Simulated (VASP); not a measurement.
A run of VASP 6.6.1 is set up as follows.

File INCAR:

```
PREC = Accurate
ENCUT = 690
EDIFF = 1E-6
ISMEAR = 0
SIGMA = 0.15
LREAL = F
LASPH = T
NELM = 200
ALGO = Normal
ISIF = 2
LWAVE = F
LCHARG = F
LMAXMIX = 4
LDAU = T
LDAUTYPE = 2
LDAUL = -1 2
LDAUU = 0 5
LDAUJ = 0 0
LDAUPRINT = 1
GGA = PE
NBANDS = 18
GGA_COMPAT = F
```

The input KPOINTS:

```
Automatic mesh
0
Gamma
  20 20 20
```

The input POSCAR:

```
AlNi
1.0
    2.8930835280      0.0000000000      0.0000000000
    0.0000000000      2.8930835280      0.0000000000
    0.0000000000      0.0000000000      2.7484293516
Al Ni
1 1
Direct
    0.0000000000      0.0000000000      0.0000000000
    0.5000000000      0.5000000000      0.5000000000
```

Potentials or basis: VASP PAW PBE potentials, release 64 (Al, Ni_sv_GW).

The run is started by

```bash
$ cat potpaw_PBE.64/Al/POTCAR potpaw_PBE.64/Ni_sv_GW/POTCAR > POTCAR
$ mpirun -np 1 vasp_std > vasp.out
```

Task: What does it give for the pressure?

Result: 7.0 GPa.

Task: What does it give for the band gap on the k mesh?

Result: Zero (an odd number of electrons rules out a gap without spin polarisation).

Eigenvalues of the final occupation matrices:
```csv
site,spin,trace,eigenvalues
site 2 d,1,4.04,0.79 0.80 0.81 0.82 0.82
site 2 d,2,4.04,0.79 0.80 0.81 0.82 0.82
```

Caveat: the cell stands under pressure; U without spin polarisation on a metal has little footing; the U is typed as a test and isn't derived for this compound. Spin polarisation is off, so any magnetic state and its effect on volume and gap are missing.
